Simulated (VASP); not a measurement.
W, 1 atom in the cell. The structure is cubic, space group Im-3m (No. 229). Conventional cell: a = 3.124 Å, b = 3.124 Å, c = 3.124 Å, α = 90.00°, β = 90.00°, γ = 90.00°. W (site symmetry m-3m) has 14 W at 2.71 to 3.12 Å within 3.6 Å. 

| Property | Result |
| --- | --- |
| Program | VASP 6.6.1 |
| Task | single point |
| Functional | PBE |
| Potentials or basis | VASP PAW PBE potentials, release 64 (W_sv) |
| Cutoff | 520 eV |
| k mesh | 10 × 10 × 10 |
| Occupations | fermi-dirac, width 0.05 eV |
| Spin | no spin polarisation |
| Dipole correction | no |
| Further INCAR settings | ALGO = Normal; EDIFF = 1e-06; NBANDS = 13 |

Potentials or basis: VASP PAW PBE potentials, release 64 (W_sv).

Run with:

```sh
$ cat potpaw_PBE.64/W_sv/POTCAR > POTCAR
$ mpirun -np 1 vasp_std > vasp.out
```

Hardware: 1 thread of Intel Xeon 8259CL, with other jobs on the host.

Question: How long does it take, and how much memory?

Answer: Wall time 8.8 s on 1 thread of Intel Xeon 8259CL, with other jobs on the host, peak memory 0.13 GiB. Counts: scf iterations 11, k points 47.
